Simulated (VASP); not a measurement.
Input of a VASP 6.6.1 run:

The input INCAR:

```
SYSTEM = Mo
PREC = Accurate ; ENCUT = 520
EDIFF = 1E-6 ; ISMEAR = -1
SIGMA = 0.1 ; LREAL = .False.
LASPH = .True. ; NELM = 60
ALGO = Normal ; ISIF = 2
LWAVE = .False. ; LCHARG = .False.
GGA = CA ; NBANDS = 13
```

Contents of KPOINTS:

```
Automatic mesh
0
Gamma
  15 15 15
  0 0 0
```

POSCAR

```
Mo
1.0
    0.0000000000      2.0437220252      2.0437220252
    2.0437220252      0.0000000000      2.0437220252
    2.0437220252      2.0437220252      0.0000000000
Mo
1
Direct
    0.0000000000      0.0000000000      0.0000000000
```

Potentials or basis: VASP PAW LDA potentials, release 64 (Mo_sv).

Launch:

```console
$ cat potpaw_LDA.64/Mo_sv/POTCAR > POTCAR
$ mpirun -np 1 vasp_std > vasp.out
```

(1) Estimate the band gap on the k mesh.

(2) Predict the pressure.

Results:

(1) zero (band 7 reaches 14.21 eV, above the bottom of band 8 at 10.05 eV).

(2) -23.0 GPa.
